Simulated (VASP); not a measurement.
Write the native input for VASP 6.6.1 that does the following.

```yaml
Task: single point
Functional: PBE
Potentials_or_basis: VASP PAW PBE potentials, release 64 (Ta_pv, Si, C)
Cutoff: 520 eV
k_mesh: 6 × 6 × 4
Occupations: gaussian, width 0.1 eV
Spin: no spin polarisation
Dipole_correction: no
Further_INCAR_settings: ALGO = Normal; EDIFF = 1e-07; NBANDS = 32
```

The structure of Ta3SiC2 lies in POSCAR:

```
Ta3SiC2
1.0
    4.0819174900      0.0000000000      0.0000000000
   -2.0409587400      3.5350442400      0.0000000000
    0.0000000000      0.0000000000      6.5147891600
Ta Si C
3 1 2
Direct
    0.0000000000      0.0000000000      0.5000000000
    0.0000000000      0.0000000000      0.2316552200
    0.0000000000      0.0000000000      0.7683447800
    0.0000000000      0.0000000000      0.0000000000
    0.3333333300      0.6666666700      0.0000000000
    0.6666666700      0.3333333300      0.0000000000
```

The input as run:

INCAR

```
SYSTEM = Ta3SiC2
  PREC = Accurate
  ENCUT = 520
  EDIFF = 1E-7
  ISMEAR = 0
  SIGMA = 0.1
  LREAL = .FALSE.
  LASPH = .TRUE.
  NELM = 100
  ALGO = Normal
  ISIF = 2
  LWAVE = .FALSE.
  LCHARG = .TRUE.
  GGA = PE
  LELF = .TRUE.
  LVHAR = .TRUE.
  NBANDS = 32
```

KPOINTS

```
regular mesh
0
G
  6 6 4
  0 0 0
```

Potentials or basis: VASP PAW PBE potentials, release 64 (Ta_pv, Si, C).

The run is started by

```sh
$ cat potpaw_PBE.64/Ta_pv/POTCAR potpaw_PBE.64/Si/POTCAR potpaw_PBE.64/C/POTCAR > POTCAR
$ mpirun -np 1 vasp_std > vasp.out
```

It gave:

- Pressure: 155.9 GPa
- Largest force: 10.349 eV/Å

Caveat: forces of over 1 eV/Å act on the atoms, so gaps and moduli don't describe the material at rest.

It took 72 s on 1 thread of Intel(R) Xeon(R) Platinum 8488C (Sapphire Rapids) (shared host), peak memory 0.23 GiB.
